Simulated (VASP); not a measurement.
# CuO (P4_2/mmc) in VASP: notebook

CuO is run at these levels: RPBE, r2SCAN+D3(BJ); tasks: single point.

Program: VASP 6.6.1. These are calculated values, not measurements. Logs are shortened: lines on timing, memory, paths and dates and some standing lists are left out, and cuts for length are marked.

**1. The cell of the first run**

It takes space group P4_2/mmc (No. 131, tetragonal). Conventional cell: a = 3.467 Å, b = 3.467 Å, c = 4.317 Å, α = 90.00°, β = 90.00°, γ = 90.00°. Cu (site symmetry mmm) has 4 O at 2.04 Å within 2.7 Å. Within 2.7 Å of O (site symmetry -4m2) lie 4 Cu at 2.04 Å and 2 O at 2.16 Å.

**2. Single point, RPBE**

INCAR reads:

```
SYSTEM = CuO
PREC = Accurate ; ENCUT = 520
EDIFF = 1E-6 ; ISMEAR = -1
SIGMA = 0.05 ; LREAL = .FALSE.
LASPH = .TRUE. ; NELM = 80
ALGO = Normal ; ISIF = 2
LWAVE = .FALSE. ; LCHARG = .FALSE.
GGA = RP ; NBANDS = 25
```

KPOINTS reads:

```
Automatic mesh
0
G
  8 8 6
  0 0 0
```

POSCAR reads:

```
CuO
1.0
    3.4670831206      0.0000000000      0.0000000000
    0.0000000000      3.4670831206      0.0000000000
    0.0000000000      0.0000000000      4.3165266131
Cu O
2 2
Direct
    0.0000000000      0.5000000000      0.0000000000
    0.5000000000      0.0000000000      0.5000000000
    0.0000000000      0.0000000000      0.2500000000
    0.0000000000      0.0000000000      0.7500000000
```

Potentials or basis: VASP PAW PBE potentials, release 64 (Cu, O).

On the command line:

```bash
$ cat potpaw_PBE.64/Cu/POTCAR potpaw_PBE.64/O/POTCAR > POTCAR
$ mpirun -np 1 vasp_std > vasp.out
```

OUTCAR:

```text
SYSTEM = CuO
   PREC = Accurate
   ENCUT = 520
   EDIFF = 1E-6
   ISMEAR = -1
   LREAL = .FALSE.
   LASPH = .TRUE.
   NELM = 80
   ISIF = 2
   GGA = RP

 ion  position               nearest neighbor table
   1  0.000  0.500  0.000-   3 2.04   4 2.04   3 2.04   4 2.04
   2  0.500  0.000  0.500-   3 2.04   4 2.04   3 2.04   4 2.04
   3  0.000  0.000  0.250-   1 2.04   2 2.04   1 2.04   2 2.04
   4  0.000  0.000  0.750-   1 2.04   2 2.04   1 2.04   2 2.04

  LATTYP: Found a simple tetragonal cell.
 ALAT       =     3.4670831206
 C/A-ratio  =     1.2450023443

  Lattice vectors:

 A1 = (   3.4670831206,   0.0000000000,   0.0000000000)
 A2 = (   0.0000000000,   3.4670831206,   0.0000000000)
 A3 = (   0.0000000000,   0.0000000000,   4.3165266131)

Analysis of symmetry for initial positions (statically):
=====================================================================
 Subroutine PRICEL returns:
 Original cell was already a primitive cell.

 Routine SETGRP: Setting up the symmetry group for a
 simple tetragonal supercell.

 Subroutine GETGRP returns: Found 16 space group operations
 (whereof  8 operations were pure point group operations)
 out of a pool of 16 trial point group operations.

The static configuration has the point symmetry D_2h.
 The point group associated with its full space group is D_4h.

Analysis of symmetry for dynamics (positions and initial velocities):
=====================================================================
 Subroutine PRICEL returns:
 Original cell was already a primitive cell.

 Routine SETGRP: Setting up the symmetry group for a
 simple tetragonal supercell.

 Subroutine GETGRP returns: Found 16 space group operations
 (whereof  8 operations were pure point group operations)
 out of a pool of 16 trial point group operations.

The dynamic configuration has the point symmetry D_2h.
 The point group associated with its full space group is D_4h.

 Subroutine INISYM returns: Found 16 space group operations
 (whereof  8 operations are pure point group operations),
 and found     1 'primitive' translations

----------------------------------------------------------------------------------------

                                     Primitive cell

  volume of cell :      51.8875

  direct lattice vectors                    reciprocal lattice vectors
     3.467083121  0.000000000  0.000000000     0.288426889  0.000000000  0.000000000
     0.000000000  3.467083121  0.000000000     0.000000000  0.288426889  0.000000000
     0.000000000  0.000000000  4.316526613     0.000000000  0.000000000  0.231667748

  length of vectors
     3.467083121  3.467083121  4.316526613     0.288426889  0.288426889  0.231667748

  position of ions in fractional coordinates (direct lattice)
     0.000000000  0.500000000  0.000000000
     0.500000000  0.000000000  0.500000000
     0.000000000  0.000000000  0.250000000
     0.000000000  0.000000000  0.750000000

  ion indices of the primitive-cell ions
   primitive index   ion index
                 1           1
                 2           2
                 3           3
                 4           4

----------------------------------------------------------------------------------------

 KPOINTS: Automatic mesh

Automatic generation of k-mesh.
 Grid dimensions read from file:
 generate k-points for:    8    8    6

 Generating k-lattice:

  Cartesian coordinates                     Fractional coordinates (reciprocal lattice)
     0.036053361  0.000000000  0.000000000     0.125000000  0.000000000  0.000000000
     0.000000000  0.036053361  0.000000000     0.000000000  0.125000000  0.000000000
     0.000000000  0.000000000  0.038611291     0.000000000  0.000000000  0.166666667

  Length of vectors
     0.036053361  0.036053361  0.038611291

  Shift w.r.t. Gamma in fractional coordinates (k-lattice)
     0.000000000  0.000000000  0.000000000

 Subroutine IBZKPT returns following result:
 ===========================================

 Found     60 irreducible k-points:

 Following reciprocal coordinates:
            Coordinates               Weight
  0.000000  0.000000  0.000000      1.000000
  0.125000  0.000000  0.000000      4.000000
  0.250000  0.000000  0.000000      4.000000
  0.375000  0.000000  0.000000      4.000000
  0.500000  0.000000  0.000000      2.000000
  0.125000  0.125000  0.000000      4.000000
[... 16 lines left out ...]
  0.375000  0.125000  0.166667     16.000000
  0.500000  0.125000  0.166667      8.000000
 [... further k-points ...]
   k-points           NKPTS =     60   k-points in BZ     NKDIM =     60   number of bands    NBANDS=     25
   number of dos      NEDOS =    301   number of ions     NIONS =      4
   total plane-waves  NPLWV =  25088
   dimension x,y,z NGX =    28 NGY =   28 NGZ =   32
   dimension x,y,z NGXF=    56 NGYF=   56 NGZF=   64
   ions per type =               2   2
   NGX,Y,Z   is equivalent  to a cutoff of  13.43, 13.43, 12.32 a.u.
   NGXF,Y,Z  is equivalent  to a cutoff of  26.85, 26.85, 24.65 a.u.
 SYSTEM =  CuO
   PREC   = accura    normal or accurate (medium, high low for compatibility)
   ISTART =      0    job   : 0-new  1-cont  2-samecut
   ICHARG =      2    charge: 1-file 2-atom 10-const
   ISPIN  =      1    spin polarized calculation?
   LNONCOLLINEAR =      F non collinear calculations
   LSORBIT =      F    spin-orbit coupling
   LASPH  =      T    aspherical Exc in radial PAW
   ENCUT  =  520.0 eV  38.22 Ry    6.18 a.u.   6.45  6.45  8.03*2*pi/ulx,y,z
   NELM   =     80;   NELMIN=  2; NELMDL= -5     # of ELM steps
   EDIFF  = 0.1E-05   stopping-criterion for ELM
   LREAL  =      F    real-space projection
   EDIFFG = 0.1E-04   stopping-criterion for IOM
   NSW    =      0    number of steps for IOM
   IBRION =     -1    ionic relax: 0-MD 1-quasi-New 2-CG
   NFREE  =      0    steps in history (QN), initial steepest desc. (CG)
   ISIF   =      2    stress and relaxation
   ISYM   =      2    0-nonsym 1-usesym 2-fastsym
   POTIM  = 0.5000    time-step for ionic-motion
   TEBEG  =    0.0;   TEEND  =   0.0 temperature during run
   PSTRESS=    0.0 pullay stress
   NELECT =      34.0000    total number of electrons
   NUPDOWN=      -1.0000    fix difference up-down
   EMIN   =  10.00;   EMAX   =-10.00  energy-range for DOS
   EFERMI =   0.00;   METHOD = LEGACY
   ISMEAR =    -1;   SIGMA  =   0.05  broadening in eV -4-tet -1-fermi 0-gaus
   EFERMI_NEDOS =   21; number of points for ismear=-14 and -15
   IALGO  =     38    algorithm
   IMIX   =      4    mixing-type and parameters
     AMIX     =   0.40;   BMIX     =  1.00
     AMIX_MAG =   1.60;   BMIX_MAG =  1.00
  volume/ion in A,a.u.               =      12.97        87.54
  Fermi-wavevector in a.u.,A,eV,Ry     =   1.421936  2.687070 27.509661  2.021903
  Thomas-Fermi vector in A             =   2.542693
   LORBIT       =      0    0 simple, 1 ext, 2 COOP (PROOUT), +10 PAW based schemes
   GGA     = RP    functional components
   LHFCALC =     F    Hartree Fock is set to
   AEXX    =    0.0000 exact exchange contribution
   IVDW    =     0    specifies the selected vdW correction
   LEPSILON=     F    determine dielectric tensor
   LRPA    =     F    only Hartree local field effects (RPA)
 non-spin polarized calculation
  energy-cutoff  :      520.00
  volume of cell :       51.89
 maximum number of plane-waves:      1424
 NGX is ok and might be reduce to    28
   NGX = 13   NGY = 13   NGZ = 17

 number of electron      33.9999993 magnetization

 Free energy of the ion-electron system (eV)
  ---------------------------------------------------
  ext. energy  EPLUGINS =         0.00000000
  ---------------------------------------------------
  free energy    TOTEN  =       -16.65960846 eV

  energy without entropy =      -16.63897134  energy(sigma->0) =      -16.64928990

 E-fermi :   3.7632     XC(G=0): -10.1861

 val. band max:        3.7615949894   @ k =   0.2500   0.1250   0.1667
 cond. band min:       3.7888250218   @ k =   0.3750   0.1250   0.1667
 fundamental gap:      0.0272300324
 Fermi energy:         3.7631939120

 k-point     1 :       0.0000    0.0000    0.0000
  band No.  band energies     occupation
      1     -16.0589      2.00000
      2     -13.4942      2.00000
      3      -3.7069      2.00000
      4      -1.1962      2.00000
      5      -1.1962      2.00000
      6      -0.6982      2.00000
[... 17 lines left out ...]
     24      14.8641      0.00000
     25      16.8451      0.00000

 k-point     2 :       0.1250    0.0000    0.0000
  band No.  band energies     occupation
      1     -16.0257      2.00000
      2     -13.4982      2.00000
      3      -3.6358      2.00000
      4      -1.1893      2.00000
      5      -1.1726      2.00000
      6      -1.0981      2.00000
[... 17 lines left out ...]
     24      15.2741      0.00000
     25      16.7898      0.00000

 k-point     3 :       0.2500    0.0000    0.0000
  band No.  band energies     occupation
      1     -15.9437      2.00000
      2     -13.5070      2.00000
      3      -3.4528      2.00000
      4      -2.0089      2.00000
      5      -1.1140      2.00000
      6      -0.8534      2.00000
[... 17 lines left out ...]
     24      16.1070      0.00000
     25      16.3322      0.00000

 k-point     4 :       0.3750    0.0000    0.0000
  band No.  band energies     occupation
      1     -15.8594      2.00000
      2     -13.5161      2.00000
      3      -3.2435      2.00000
      4      -2.6514      2.00000
      5      -1.0529      2.00000
      6      -0.9470      2.00000
[... 17 lines left out ...]
     24      15.2445      0.00000
     25      16.6890      0.00000

 k-point     5 :       0.5000    0.0000    0.0000
  band No.  band energies     occupation
      1     -15.8236      2.00000
      2     -13.5196      2.00000
      3      -3.1231      2.00000
      4      -2.9166      2.00000
      5      -1.0267      2.00000
      6      -0.9829      2.00000
[... 17 lines left out ...]
     24      14.0527      0.00000
     25      16.7016      0.00000

 k-point     6 :       0.1250    0.1250    0.0000
  band No.  band energies     occupation
      1     -15.9927      2.00000
      2     -13.5020      2.00000
      3      -3.5639      2.00000
      4      -1.2986      2.00000
      5      -1.0934      2.00000
      6      -1.0784      2.00000
[... 17 lines left out ...]
     24      16.3682      0.00000
     25      16.6329      0.00000
[... 393 lines left out ...]
 k-point    21 :       0.1250    0.1250    0.1667
  band No.  band energies     occupation
      1     -15.8666      2.00000
      2     -13.7340      2.00000
      3      -3.1310      2.00000
      4      -1.4104      2.00000
      5      -1.2946      2.00000
      6      -0.9091      2.00000
[... 17 lines left out ...]
     24      15.3211      0.00000
     25      16.7556      0.00000

 k-point    22 :       0.2500    0.1250    0.1667
  band No.  band energies     occupation
      1     -15.7889      2.00000
      2     -13.7321      2.00000
      3      -2.9683      2.00000
      4      -1.9199      2.00000
      5      -1.3676      2.00000
      6      -0.8298      2.00000
[... 17 lines left out ...]
     24      15.0033      0.00000
     25      17.2717      0.00000

 k-point    23 :       0.3750    0.1250    0.1667
  band No.  band energies     occupation
      1     -15.7094      2.00000
      2     -13.7295      2.00000
      3      -2.7875      2.00000
      4      -2.4842      2.00000
      5      -1.4129      2.00000
      6      -0.7076      2.00000
[... 17 lines left out ...]
     24      14.9760      0.00000
     25      17.3324      0.00000

 k-point    24 :       0.5000    0.1250    0.1667
  band No.  band energies     occupation
      1     -15.6759      2.00000
      2     -13.7283      2.00000
      3      -2.7483      2.00000
      4      -2.6555      2.00000
      5      -1.4302      2.00000
      6      -0.6716      2.00000
[... 17 lines left out ...]
     24      14.9330      0.00000
     25      17.6590      0.00000

 [... further k-points ...]

------------------------ aborting loop because EDIFF is reached ----------------------------------------

  FORCE on cell =-STRESS in cart. coord.  units (eV):
  Direction    XX          YY          ZZ          XY          YZ          ZX
  --------------------------------------------------------------------------------------
  -------------------------------------------------------------------------------------
  Total       -4.2454931     -4.2454931      6.3580347      0.0000000      0.0000000      0.0000000
  in kB     -131.0918812   -131.0918812    196.3227131      0.0000000      0.0000000      0.0000000
  external PRESSURE =     -21.9536831 kB  Pullay stress =       0.0000000 kB

 VOLUME and BASIS-vectors are now :
 -----------------------------------------------------------------------------
  energy-cutoff  :      520.00
  volume of cell :       51.89
      direct lattice vectors                 reciprocal lattice vectors
     3.467083121  0.000000000  0.000000000     0.288426889  0.000000000  0.000000000
     0.000000000  3.467083121  0.000000000     0.000000000  0.288426889  0.000000000
     0.000000000  0.000000000  4.316526613     0.000000000  0.000000000  0.231667748

 POSITION                                       TOTAL-FORCE (eV/Angst)
 -----------------------------------------------------------------------------------
      0.00000      1.73354      0.00000         0.000000     -0.000000      0.000000
      1.73354      0.00000      2.15826         0.000000     -0.000000      0.000000
      0.00000      0.00000      1.07913        -0.000000      0.000000      0.000000
      0.00000      0.00000      3.23739         0.000000      0.000000     -0.000000
 -----------------------------------------------------------------------------------
    total drift:                                0.000000      0.000000      0.000000

  FREE ENERGIE OF THE ION-ELECTRON SYSTEM (eV)
  ---------------------------------------------------
  free  energy   TOTEN  =       -16.6596084585 eV

  energy  without entropy=      -16.6389713432  energy(sigma->0) =      -16.64928990
```

Run time: 73 s. Hardware: 1 thread of Intel Xeon Platinum 8488C (Sapphire Rapids), shared host; peak memory 0.2 GiB.

What came out:

- Free energy: -16.6596 eV
- Pressure: -2.2 GPa
- Band gap on the k mesh: zero (bands 17 and 18 overlap by 1.73 eV)

Caveat: the PAW data sets were made with another functional, which shifts forces and pressure a little; semilocal functionals often make such compounds metallic where correlation or magnetic order opens a gap, which also shifts bond lengths. With open d or f shells a metallic result of RPBE can be an artefact of self-interaction; +U or a hybrid may open a gap.

**3. Single point, RPBE**

This run uses another cell than the first one, of 13.22 Å³/atom.

INCAR reads:

```
ALGO = Normal ; EDIFF = 1E-7
ENCUT = 520 ; GGA = RP
ISIF = 2 ; ISMEAR = -1
LASPH = True ; LCHARG = True
LELF = True ; LREAL = False
LVHAR = True ; LWAVE = False
NBANDS = 25 ; NELM = 80
PREC = Accurate ; SIGMA = 0.05
```

KPOINTS reads:

```
k-points
0
Gamma
  8 8 6
```

POSCAR reads:

```
CuO
1.0
    3.4891670480      0.0000000000      0.0000000000
    0.0000000000      3.4891670480      0.0000000000
    0.0000000000      0.0000000000      4.3440211544
Cu O
2 2
Direct
    0.0000000000      0.5000000000      0.0000000000
    0.5000000000      0.0000000000      0.5000000000
    0.0000000000      0.0000000000      0.2500000000
    0.0000000000      0.0000000000      0.7500000000
```

Potentials or basis: VASP PAW PBE potentials, release 64 (Cu, O).

On the command line:

```bash
$ cat potpaw_PBE.64/Cu/POTCAR potpaw_PBE.64/O/POTCAR > POTCAR
$ mpirun -np 1 vasp_std > vasp.out
```

It took 78 s on 1 thread of Intel Xeon Platinum 8488C (Sapphire Rapids), shared host; peak memory 0.2 GiB.

It converged, with:

```
Free energy            : -16.6411 eV
Pressure               : -4.0 GPa
Band gap on the k mesh : zero (bands 17 and 18 overlap by 1.70 eV)
```

Stress tensor (GPa, compression positive):
```
-14.47   0.00   0.00
  0.00 -14.47   0.00
  0.00   0.00  16.80
```

Levels at points of the mesh, in eV from the Fermi level:
```tsv
k point	band 13	band 14	band 15	band 16	band 17	band 18	band 19	band 20	band 21	band 22
(0.00, 0.00, 0.00)	-2.10	-2.06	-1.18	0.46	0.47	0.60	0.60	6.13	6.93	9.72
(0.50, 0.00, 0.00)	-2.15	-1.67	-1.61	-1.60	0.51	0.92	3.81	4.00	6.49	9.74
(0.50, 0.50, 0.00)	-2.07	-1.94	-1.73	-1.39	-1.39	1.17	1.26	7.58	7.58	8.85
(0.00, 0.00, 0.50)	-1.77	-1.77	-1.54	-1.54	-0.02	-0.02	2.26	2.26	9.65	9.65
(0.50, 0.00, 0.50)	-2.15	-2.00	-1.75	-1.66	-0.72	0.39	4.03	5.04	5.66	6.23
(0.50, 0.50, 0.50)	-1.66	-1.66	-1.47	-1.47	-1.11	-1.11	3.74	3.74	7.96	7.96
```

Caveat: the cell stands under tension; the PAW data sets were made with another functional, which shifts forces and pressure a little; semilocal functionals often make such compounds metallic where correlation or magnetic order opens a gap, which also shifts bond lengths.

**4. Single point, r2SCAN+D3(BJ)**

This run uses another cell than the first one, of 10.59 Å³/atom.

POSCAR reads:

```
CuO
1.0
    2.8753420373      0.0000000000      0.0000000000
    0.0000000000      2.8753420373      0.0000000000
    0.0000000000      0.0000000000      5.1248589980
Cu O
2 2
Direct
    0.0000000000      0.5000000000      0.0000000000
    0.5000000000      0.0000000000      0.5000000000
    0.0000000000      0.0000000000      0.2500000000
    0.0000000000      0.0000000000      0.7500000000
```

INCAR.step1 reads:

```
PREC = Accurate
ENCUT = 520
ISMEAR = -1
SIGMA = 0.05
LREAL = False
LASPH = True
NELM = 60
NBANDS = 25
GGA = PE
ALGO = Normal
EDIFF = 1E-4
LWAVE = True
LCHARG = False
```

INCAR.step2 reads:

```
PREC = Accurate
ENCUT = 520
EDIFF = 1E-6
ISMEAR = -1
SIGMA = 0.05
LREAL = False
LASPH = True
NELM = 60
ALGO = Normal
ISIF = 2
LWAVE = False
LCHARG = True
METAGGA = R2SCAN
LMIXTAU = True
IVDW = 12
VDW_S6 = 1.0
VDW_S8 = 0.78981345
VDW_A1 = 0.49484001
VDW_A2 = 5.73083694
LELF = True
LVHAR = True
NBANDS = 25
ISTART = 1
```

KPOINTS reads:

```
Automatic mesh
0
Gamma
  8 8 6
```

On the command line:

```bash
$ cat potpaw_PBE.64/Cu/POTCAR potpaw_PBE.64/O/POTCAR > POTCAR
$ cp INCAR.step1 INCAR
$ mpirun -np 1 vasp_std > vasp.out
$ cp INCAR.step2 INCAR
$ mpirun -np 1 vasp_std > vasp.out
```

It took 2.5 min on 1 thread of Intel Xeon Platinum 8488C (Sapphire Rapids), shared host; peak memory 0.21 GiB.

Results (log left out):

```yaml
Free_energy: -36.9861 eV
Pressure: 1.0 GPa
Band_gap_on_the_k_mesh: zero (bands 17 and 18 overlap by 1.18 eV)
Dispersion_energy_per_atom: -0.128 eV
```

Stress tensor (GPa, compression positive):
```
0.86 0.00 0.00
0.00 0.86 0.00
0.00 0.00 1.38
```

Levels at points of the mesh, in eV from the Fermi level:
```tsv
k point	band 15	band 16	band 17	band 18	band 19	band 20
(0.00, 0.00, 0.00)	-2.63	-2.30	0.68	0.68	1.80	6.63
(0.50, 0.00, 0.00)	-1.82	-1.76	0.23	0.46	3.85	6.46
(0.50, 0.50, 0.00)	-1.64	-1.41	-1.41	1.23	2.31	7.51
(0.00, 0.00, 0.50)	-1.81	-1.81	0.09	0.09	3.91	3.91
(0.50, 0.00, 0.50)	-2.31	-2.04	-0.15	0.68	4.56	6.43
(0.50, 0.50, 0.50)	-1.65	-1.65	-0.47	-0.47	4.22	4.22
```

Caveat: the PAW data sets were made with another functional, which shifts forces and pressure a little; semilocal functionals often make such compounds metallic where correlation or magnetic order opens a gap, which also shifts bond lengths. With open d or f shells a metallic result of r2SCAN can be an artefact of self-interaction; +U or a hybrid may open a gap.

**5. Overview**

| level | cell | gap on the mesh (eV) | pressure (GPa) |
| --- | --- | --- | --- |
| RPBE | a = 3.467, b = 3.467, c = 4.317 Å, 4 atoms | none | -2.2 |
| RPBE | a = 3.489, b = 3.489, c = 4.344 Å, 4 atoms | none | -4.0 |
| r2SCAN+D3(BJ) | a = 2.875, b = 2.875, c = 5.125 Å, 4 atoms | none | 1.0 |

Alike in all rows: task single point; potentials or basis VASP PAW PBE potentials, release 64 (Cu, O); no spin polarisation; k mesh 8 × 8 × 6; cutoff (eV) 520; smearing fermi-dirac 0.05 eV.

Caveats: the PAW data sets were made with another functional, which shifts forces and pressure a little; semilocal functionals often make such compounds metallic where correlation or magnetic order opens a gap, which also shifts bond lengths; the cell stands under tension (at least some runs).

Total energies depend on the potentials used, so only differences within one code and one set of settings carry meaning.
